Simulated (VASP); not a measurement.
# AlN (F-43m) in VASP: notebook

AlN is run at these levels: LDA; tasks: G0W0 quasiparticle levels.

Program: VASP 6.6.1. These are calculated values, not measurements. Logs are shortened: lines on timing, memory, paths and dates and some standing lists are left out, and cuts for length are marked.

## (1) The cell of the first run

It takes space group F-43m (No. 216, cubic). Conventional cell: a = 4.370 Å, b = 4.370 Å, c = 4.370 Å, α = 90.00°, β = 90.00°, γ = 90.00°. Al (site symmetry -43m) has 4 N at 1.89 Å within 2.5 Å. N (site symmetry -43m) has 4 Al at 1.89 Å within 2.5 Å.

## (2) G0W0 quasiparticle levels, LDA

Input file POSCAR:

```
AlN
1.0
    0.0000000000      2.1848764127      2.1848764127
    2.1848764127      0.0000000000      2.1848764127
    2.1848764127      2.1848764127      0.0000000000
Al N
1 1
Direct
    0.0000000000      0.0000000000      0.0000000000
    0.2500000000      0.2500000000      0.2500000000
```

Input file INCAR.step1:

```
SYSTEM = AlN
ALGO = Normal ; EDIFF = 1E-8
ENCUT = 500 ; GGA = CA
ISMEAR = 0 ; LASPH = .True.
LCHARG = .False. ; LREAL = .False.
LWAVE = .True. ; NELM = 100
PREC = Accurate ; SIGMA = 0.01
```

Input file INCAR.step2:

```
SYSTEM = AlN
ALGO = Exact ; EDIFF = 1E-8
ENCUT = 500 ; GGA = CA
ISMEAR = 0 ; ISTART = 1
LASPH = .True. ; LCHARG = .False.
LOPTICS = .True. ; LREAL = .False.
LWAVE = .True. ; NBANDS = 34
NELM = 1 ; PREC = Accurate
SIGMA = 0.01
```

Input file INCAR.step3:

```
SYSTEM = AlN
ALGO = EVGW0 ; EDIFF = 1E-8
ENCUT = 500 ; ENCUTGW = 60
GGA = CA ; ISMEAR = 0
ISTART = 1 ; LASPH = .True.
LCHARG = .False. ; LREAL = .False.
LWAVE = .False. ; NBANDS = 34
NBANDSGW = 12 ; NELMGW = 1
NOMEGA = 48 ; PREC = Accurate
PRECFOCK = Fast ; SIGMA = 0.01
```

Input file KPOINTS:

```
k-points
0
Gamma
  4 4 4
  0 0 0
```

Potentials or basis: VASP PAW LDA potentials, release 64 (Al_GW, N_GW).

Run with:

```
> cat potpaw_LDA.64/Al_GW/POTCAR potpaw_LDA.64/N_GW/POTCAR > POTCAR
> cp INCAR.step1 INCAR
> mpirun -np 1 vasp_std > vasp.out
> cp INCAR.step2 INCAR
> mpirun -np 1 vasp_std > vasp.out
> cp INCAR.step3 INCAR
> mpirun -np 1 vasp_std > vasp.out
```

OUTCAR:

```text
SYSTEM = AlN
   EDIFF = 1E-8
   ENCUT = 500
   ENCUTGW = 60
   GGA = CA
   ISMEAR = 0
   ISTART = 1
   LASPH = .True.
   LREAL = .False.
   NELMGW = 1
   PREC = Accurate
   PRECFOCK = Fast

 ion  position               nearest neighbor table
   1  0.000  0.000  0.000-   2 1.89   2 1.89   2 1.89   2 1.89
   2  0.250  0.250  0.250-   1 1.89   1 1.89   1 1.89   1 1.89

  LATTYP: Found a face centered cubic cell.
 ALAT       =     4.3697528254

  Lattice vectors:

 A1 = (   0.0000000000,   2.1848764127,   2.1848764127)
 A2 = (   2.1848764127,   0.0000000000,   2.1848764127)
 A3 = (   2.1848764127,   2.1848764127,   0.0000000000)

Analysis of symmetry for initial positions (statically):
=====================================================================
 Subroutine PRICEL returns:
 Original cell was already a primitive cell.

 Routine SETGRP: Setting up the symmetry group for a
 face centered cubic supercell.

 Subroutine GETGRP returns: Found 24 space group operations
 (whereof 24 operations were pure point group operations)
 out of a pool of 48 trial point group operations.

The static configuration has the point symmetry T_d .

Analysis of symmetry for dynamics (positions and initial velocities):
=====================================================================
 Subroutine PRICEL returns:
 Original cell was already a primitive cell.

 Routine SETGRP: Setting up the symmetry group for a
 face centered cubic supercell.

 Subroutine GETGRP returns: Found 24 space group operations
 (whereof 24 operations were pure point group operations)
 out of a pool of 48 trial point group operations.

The dynamic configuration has the point symmetry T_d .

 Subroutine INISYM returns: Found 24 space group operations
 (whereof 24 operations are pure point group operations),
 and found     1 'primitive' translations

----------------------------------------------------------------------------------------

                                     Primitive cell

  volume of cell :      20.8598

  direct lattice vectors                    reciprocal lattice vectors
     0.000000000  2.184876413  2.184876413    -0.228845896  0.228845896  0.228845896
     2.184876413  0.000000000  2.184876413     0.228845896 -0.228845896  0.228845896
     2.184876413  2.184876413  0.000000000     0.228845896  0.228845896 -0.228845896

  length of vectors
     3.089881855  3.089881855  3.089881855     0.396372719  0.396372719  0.396372719

  position of ions in fractional coordinates (direct lattice)
     0.000000000  0.000000000  0.000000000
     0.250000000  0.250000000  0.250000000

  ion indices of the primitive-cell ions
   primitive index   ion index
                 1           1
                 2           2

----------------------------------------------------------------------------------------

 KPOINTS: k-points

Automatic generation of k-mesh.
 Grid dimensions read from file:
 generate k-points for:    4    4    4

 Generating k-lattice:

  Cartesian coordinates                     Fractional coordinates (reciprocal lattice)
    -0.057211474  0.057211474  0.057211474     0.250000000  0.000000000  0.000000000
     0.057211474 -0.057211474  0.057211474     0.000000000  0.250000000  0.000000000
     0.057211474  0.057211474 -0.057211474     0.000000000  0.000000000  0.250000000

  Length of vectors
     0.099093180  0.099093180  0.099093180

  Shift w.r.t. Gamma in fractional coordinates (k-lattice)
     0.000000000  0.000000000  0.000000000

 Subroutine IBZKPT returns following result:
 ===========================================

 Found      8 irreducible k-points:

 Following reciprocal coordinates:
            Coordinates               Weight
  0.000000  0.000000  0.000000      1.000000
  0.250000  0.000000  0.000000      8.000000
  0.500000  0.000000  0.000000      4.000000
  0.250000  0.250000  0.000000      6.000000
  0.500000  0.250000  0.000000     24.000000
 -0.250000  0.250000  0.000000     12.000000
  0.500000  0.500000  0.000000      3.000000
 -0.250000  0.500000  0.250000      6.000000
   k-points           NKPTS =      8   k-points in BZ     NKDIM =     64   number of bands    NBANDS=     34
   number of dos      NEDOS =    301   number of ions     NIONS =      2
   total plane-waves  NPLWV =  13824
   dimension x,y,z NGX =    24 NGY =   24 NGZ =   24
   dimension x,y,z NGXF=    48 NGYF=   48 NGZF=   48
   ions per type =               1   1
   NGX,Y,Z   is equivalent  to a cutoff of  12.91, 12.91, 12.91 a.u.
   NGXF,Y,Z  is equivalent  to a cutoff of  25.83, 25.83, 25.83 a.u.
 SYSTEM =  AlN
   PREC   = accura    normal or accurate (medium, high low for compatibility)
   ISTART =      1    job   : 0-new  1-cont  2-samecut
   ICHARG =      0    charge: 1-file 2-atom 10-const
   ISPIN  =      1    spin polarized calculation?
   LNONCOLLINEAR =      F non collinear calculations
   LSORBIT =      F    spin-orbit coupling
   LASPH  =      T    aspherical Exc in radial PAW
   ENCUT  =  500.0 eV  36.75 Ry    6.06 a.u.   5.63  5.63  5.63*2*pi/ulx,y,z
   NELM   =     60;   NELMIN=  2; NELMDL=  0     # of ELM steps
   EDIFF  = 0.1E-07   stopping-criterion for ELM
   LREAL  =      F    real-space projection
   EDIFFG = 0.1E-06   stopping-criterion for IOM
   NSW    =      0    number of steps for IOM
   IBRION =     -1    ionic relax: 0-MD 1-quasi-New 2-CG
   NFREE  =      0    steps in history (QN), initial steepest desc. (CG)
   ISIF   =      0    stress and relaxation
   ISYM   =      3    0-nonsym 1-usesym 2-fastsym
   POTIM  = 0.5000    time-step for ionic-motion
   TEBEG  =    0.0;   TEEND  =   0.0 temperature during run
   PSTRESS=    0.0 pullay stress
   NELECT =       8.0000    total number of electrons
   NUPDOWN=      -1.0000    fix difference up-down
   EMIN   =  10.00;   EMAX   =-10.00  energy-range for DOS
   EFERMI =   0.00;   METHOD = LEGACY
   ISMEAR =     0;   SIGMA  =   0.01  broadening in eV -4-tet -1-fermi 0-gaus
   EFERMI_NEDOS =   21; number of points for ismear=-14 and -15
   IALGO  =     38    algorithm
   IMIX   =      4    mixing-type and parameters
     AMIX     =   0.40;   BMIX     =  1.00
     AMIX_MAG =   1.60;   BMIX_MAG =  1.00
  volume/ion in A,a.u.               =      10.43        70.38
  Fermi-wavevector in a.u.,A,eV,Ry     =   1.189418  2.247675 19.248378  1.414716
  Thomas-Fermi vector in A             =   2.325526
   LORBIT       =      0    0 simple, 1 ext, 2 COOP (PROOUT), +10 PAW based schemes
   GGA     = CA    functional components
   LHFCALC =     T    Hartree Fock is set to
   PRECFOCK=fast      Normal, Fast or Accurate (Low or Medium for compatibility)
   ENCUT4O =  -1.0   cutoff for four orbital integrals eV
   NKREDX  =     1    reduce k-point grid by
   NKREDY  =     1    reduce k-point grid by
   NKREDZ  =     1    reduce k-point grid by
   AEXX    =    1.0000 exact exchange contribution
   HFSCREEN=    0.0000 screening length (either q_TF or 0.3 A-1)
   HFSCREENC=   0.0000 screening length for correlation (either q_TF or 0.3 A-1)
   ENCUTFOCK=  -1.0 apply spherical cutoff to Coloumb kernel
   IVDW    =     0    specifies the selected vdW correction
   LEPSILON=     F    determine dielectric tensor
   LRPA    =     F    only Hartree local field effects (RPA)
   LRPAFORCE           =     F    calculate RPA forces
   ENCUTGW             =  60.0    cutoff for response function in eV
   ENCUTGWSOFT         =  48.0    soft cutoff for Coulomb kernel in GW response function in eV
   ENCUTLF             =  -1.0    cutoff for local field effects
   NELMGW              =     1    number of iterations in solving QP/BSE equation
   NELMHF              =     1    number of iterations in the inner HF iteration
   NKREDLFX            =     1    NKREDLFY  =   1   NKREDLFZ  =   1
 non-spin polarized calculation
 Gauss-broadening in eV      SIGMA  =   0.01
  energy-cutoff  :      500.00
  volume of cell :       20.86
 maximum number of plane-waves:       544
 NGX is ok and might be reduce to    24
  NGX = 14; NGY = 14; NGZ = 14
   NGX = 11   NGY = 11   NGZ = 11
 maximum number of plane-waves:        28
 NGX is ok and might be reduce to    10

 QP shifts <psi_nk| G(iteration)W_0 |psi_nk>: iteration 1
 for sc-GW calculations column KS-energies equals QP-energies in previous step
 and V_xc(KS)=  KS-energies - (<T + V_ion + V_H > + <T+V_H+V_ion>^1  + <V_x>^1)

 k-point   1 :       0.0000    0.0000    0.0000
  band No.  KS-energies  QP-energies   sigma(KS)   V_xc(KS)     V^pw_x(r,r')   Z            occupation Imag(sigma)

      1      -9.9732     -11.1814     -16.3626     -14.6686     -24.5478       0.7132       2.0000       1.2907
      2       4.8557       4.6521     -17.1469     -16.8863     -20.8337       0.7817       2.0000       0.1146
      3       4.8557       4.6521     -17.1469     -16.8863     -20.8337       0.7817       2.0000       0.1146
      4       4.8557       4.6521     -17.1469     -16.8863     -20.8337       0.7817       2.0000       0.1146
      5       9.0611      10.0183     -11.5903     -12.7792      -7.7532       0.8051       0.0000      -0.1011
      6      17.1419      18.6994      -8.8103     -10.7644      -4.0187       0.7970       0.0000      -0.1609
      7      17.1419      18.6994      -8.8103     -10.7644      -4.0187       0.7970       0.0000      -0.1609
      8      17.1419      18.6994      -8.8103     -10.7644      -4.0187       0.7970       0.0000      -0.1609
      9      22.3389      23.9609      -8.8110     -10.8638      -3.6591       0.7901       0.0000      -0.3107
     10      22.3389      23.9609      -8.8110     -10.8638      -3.6591       0.7901       0.0000      -0.3107
     11      23.7196      24.8547      -8.6810     -10.1361      -2.6088       0.7800       0.0000      -0.7837
     12      23.7196      24.8547      -8.6810     -10.1361      -2.6088       0.7800       0.0000      -0.7837

 k-point   2 :       0.2500    0.0000    0.0000
  band No.  KS-energies  QP-energies   sigma(KS)   V_xc(KS)     V^pw_x(r,r')   Z            occupation Imag(sigma)
[... 97 lines left out ...]
      1      -7.1296      -8.2833     -18.2816     -16.6673     -26.0898       0.7147       2.0000       0.8348
      2       1.0192       0.3842     -15.0390     -14.1936     -19.1674       0.7511       2.0000       0.1944
      3       1.3648       0.6878     -15.0236     -14.1242     -19.0203       0.7528       2.0000       0.1806
      4       2.1097       1.5239     -14.7222     -13.9592     -18.3078       0.7677       2.0000       0.1491
      5      10.7952      12.0194     -10.6398     -12.1783      -6.8898       0.7957       0.0000      -0.1064
      6      16.0797      17.6221     -10.4317     -12.3846      -5.8753       0.7898       0.0000      -0.1577
      7      16.6397      17.9483      -9.2036     -10.8711      -4.0517       0.7847       0.0000      -0.2246
      8      16.7942      18.8101     -11.5166     -14.1205      -6.6998       0.7742       0.0000      -0.1856
      9      21.7539      23.4581      -9.5624     -11.8159      -3.5472       0.7562       0.0000      -0.4490
     10      23.5135      24.9961      -9.2515     -11.1734      -3.3676       0.7715       0.0000      -0.5383
     11      29.5407      31.8544     -10.3978     -13.4037      -4.0963       0.7697       0.0000      -0.8846
     12      30.0556      31.9146     -10.0886     -12.4123      -4.0271       0.8000       0.0000      -1.0839
```

Run time: 29 s. Hardware: 1 thread of Intel Xeon 8259CL, shared host; peak memory 0.18 GiB.

Results:

| Quantity | Value |
| --- | --- |
| Band gap on the k mesh, mean-field level | 3.20 eV, indirect (least direct gap 4.21 eV) |
| Quasiparticle gap | 4.24 eV |
| Least direct quasiparticle gap | 5.37 eV |

Levels at points of the mesh, in eV from the valence-band top:
| k point | band 2 | band 3 | band 4 | band 5 | band 6 | band 7 |
| --- | --- | --- | --- | --- | --- | --- |
| (0.00, 0.00, 0.00) | 0.00 | 0.00 | 0.00 | 4.21 | 12.29 | 12.29 |
| (0.50, 0.00, 0.00) | -5.93 | -0.49 | -0.49 | 7.23 | 9.75 | 10.93 |
| (0.50, 0.50, 0.00) | -4.97 | -1.80 | -1.80 | 3.20 | 8.37 | 13.73 |

Caveat: the k points lie up to 0.62 Å⁻¹ apart; bands, screening cutoff and mesh are small and nothing is extrapolated, so the quasiparticle values aren't converged.

## (3) G0W0 quasiparticle levels, LDA

POSCAR is that of step 2.

Input file INCAR.step1:

```
PREC     = Accurate       # precision mode
ENCUT    = 500            # plane-wave cutoff, eV
EDIFF    = 1E-8           # SCF threshold, eV
ISMEAR   = 0              # smearing method
SIGMA    = 0.01           # smearing width, eV
LREAL    = F              # projectors in reciprocal space
LASPH    = T              # aspherical terms in the spheres
NELM     = 80             # most SCF steps
ALGO     = Normal         # electronic algorithm
LWAVE    = T              # write WAVECAR
LCHARG   = F              # write CHGCAR
```

Input file INCAR.step2:

```
PREC     = Accurate       # precision mode
ENCUT    = 500            # plane-wave cutoff, eV
EDIFF    = 1E-8           # SCF threshold, eV
ISMEAR   = 0              # smearing method
SIGMA    = 0.01           # smearing width, eV
LREAL    = F              # projectors in reciprocal space
LASPH    = T              # aspherical terms in the spheres
NELM     = 1              # most SCF steps
ALGO     = Exact          # electronic algorithm
LWAVE    = T              # write WAVECAR
LCHARG   = F              # write CHGCAR
NBANDS   = 64             # bands
LOPTICS  = T              # frequency-dependent dielectric function
ISTART   = 1
```

Input file INCAR.step3:

```
PREC     = Accurate       # precision mode
ENCUT    = 500            # plane-wave cutoff, eV
EDIFF    = 1E-8           # SCF threshold, eV
ISMEAR   = 0              # smearing method
SIGMA    = 0.01           # smearing width, eV
LREAL    = F              # projectors in reciprocal space
LASPH    = T              # aspherical terms in the spheres
ALGO     = EVGW0          # electronic algorithm
LWAVE    = F              # write WAVECAR
LCHARG   = F              # write CHGCAR
NELMGW   = 1            
NBANDS   = 64             # bands
ENCUTGW  = 80.0           # cutoff of the response function
NOMEGA   = 48             # frequency points
PRECFOCK = Fast         
ISTART   = 1            
NBANDSGW = 12
```

Input file KPOINTS:

```
Automatic mesh
0
Gamma
  4 4 4
```

Potentials or basis: VASP PAW LDA potentials, release 64 (Al_GW, N_GW).

Run with:

```
> cat potpaw_LDA.64/Al_GW/POTCAR potpaw_LDA.64/N_GW/POTCAR > POTCAR
> cp INCAR.step1 INCAR
> mpirun -np 1 vasp_std > vasp.out
> cp INCAR.step2 INCAR
> mpirun -np 1 vasp_std > vasp.out
> cp INCAR.step3 INCAR
> mpirun -np 1 vasp_std > vasp.out
```

OUTCAR:

```text
PREC = Accurate
   ENCUT = 500
   EDIFF = 1E-8
   ISMEAR = 0
   LREAL = F
   LASPH = T
   NELMGW = 1
   ENCUTGW = 80.0
   PRECFOCK = Fast
   ISTART = 1

 ion  position               nearest neighbor table
   1  0.000  0.000  0.000-   2 1.89   2 1.89   2 1.89   2 1.89
   2  0.250  0.250  0.250-   1 1.89   1 1.89   1 1.89   1 1.89

[... 183 lines left out ...]
      2       4.8557       4.4258     -17.4387     -16.8863     -20.8337       0.7784       2.0000       0.1172
      3       4.8557       4.4258     -17.4387     -16.8863     -20.8337       0.7784       2.0000       0.1172
      4       4.8557       4.4258     -17.4387     -16.8863     -20.8337       0.7784       2.0000       0.1172
      5       9.0611       9.9499     -11.6713     -12.7792      -7.7532       0.8023       0.0000      -0.0970
      6      17.1419      18.5021      -9.0543     -10.7644      -4.0187       0.7954       0.0000      -0.1620
      7      17.1419      18.5021      -9.0543     -10.7644      -4.0187       0.7954       0.0000      -0.1620
      8      17.1419      18.5021      -9.0543     -10.7644      -4.0187       0.7954       0.0000      -0.1620
      9      22.3389      23.7246      -9.1061     -10.8638      -3.6591       0.7883       0.0000      -0.3093
     10      22.3389      23.7246      -9.1061     -10.8638      -3.6591       0.7883       0.0000      -0.3093
     11      23.7196      24.6303      -8.9634     -10.1361      -2.6088       0.7765       0.0000      -0.7905
     12      23.7196      24.6303      -8.9634     -10.1361      -2.6088       0.7765       0.0000      -0.7905
[... 100 lines left out ...]
      1      -7.1296      -8.3450     -18.3602     -16.6673     -26.0898       0.7180       2.0000       0.8644
      2       1.0192       0.2240     -15.2535     -14.1936     -19.1674       0.7502       2.0000       0.1920
      3       1.3648       0.5361     -15.2261     -14.1242     -19.0203       0.7521       2.0000       0.1763
      4       2.1097       1.3642     -14.9316     -13.9592     -18.3078       0.7667       2.0000       0.1462
      5      10.7952      11.8520     -10.8468     -12.1783      -6.8898       0.7937       0.0000      -0.1054
      6      16.0797      17.4162     -10.6872     -12.3846      -5.8753       0.7874       0.0000      -0.1571
      7      16.6397      17.7789      -9.4161     -10.8711      -4.0517       0.7829       0.0000      -0.2247
      8      16.7942      18.5622     -11.8268     -14.1205      -6.6998       0.7708       0.0000      -0.1835
      9      21.7539      23.2086      -9.8813     -11.8159      -3.5472       0.7520       0.0000      -0.4531
     10      23.5135      24.7461      -9.5710     -11.1734      -3.3676       0.7693       0.0000      -0.5462
     11      29.5407      31.5265     -10.8139     -13.4037      -4.0963       0.7668       0.0000      -0.8885
     12      30.0556      31.6043     -10.4726     -12.4123      -4.0271       0.7984       0.0000      -1.0791
```

OUTCAR.step2:

```text
PREC = Accurate
   ENCUT = 500
   EDIFF = 1E-8
   ISMEAR = 0
   LREAL = F
[... 688 lines left out ...]
     0.00000     5.51874     5.51874     5.51874    -0.00000    -0.00000     0.00000
     1.46686     5.71887     5.71887     5.71887    -0.00000    -0.00000     0.00000
     2.93372     6.57083     6.57083     6.57083    -0.00000    -0.00000     0.00000
     4.40058     4.76938     4.76938     4.76938    -0.00000    -0.00000     0.00000
     5.86744     8.81665     8.81665     8.81665    -0.00000    -0.00000     0.00000
     7.33430    -5.51295    -5.51295    -5.51295     0.00000     0.00000    -0.00000
[... 92 lines left out ...]
   143.75229     0.97338     0.97338     0.97338     0.00000     0.00000    -0.00000
   145.21915     0.97397     0.97397     0.97397     0.00000     0.00000    -0.00000
```

Run time: 41 s. Hardware: 1 thread of Intel Xeon 8259CL, shared host; peak memory 0.19 GiB.

Results:

```
Band gap on the k mesh, mean-field level : 3.20 eV, indirect (least direct gap 4.21 eV)
Quasiparticle gap                        : 4.36 eV
Least direct quasiparticle gap           : 5.52 eV
```

Levels at points of the mesh, in eV from the valence-band top:
| k point | band 1 | band 2 | band 3 | band 4 | band 5 | band 6 | band 7 | band 8 |
| --- | --- | --- | --- | --- | --- | --- | --- | --- |
| (0.00, 0.00, 0.00) | -14.83 | 0.00 | 0.00 | 0.00 | 4.21 | 12.29 | 12.29 | 12.29 |
| (0.50, 0.00, 0.00) | -12.71 | -5.93 | -0.49 | -0.49 | 7.23 | 9.75 | 10.93 | 10.93 |
| (0.50, 0.50, 0.00) | -12.05 | -4.97 | -1.80 | -1.80 | 3.20 | 8.37 | 13.73 | 15.45 |

Caveat: the k points lie up to 0.62 Å⁻¹ apart; bands, screening cutoff and mesh are small and nothing is extrapolated, so the quasiparticle values aren't converged.
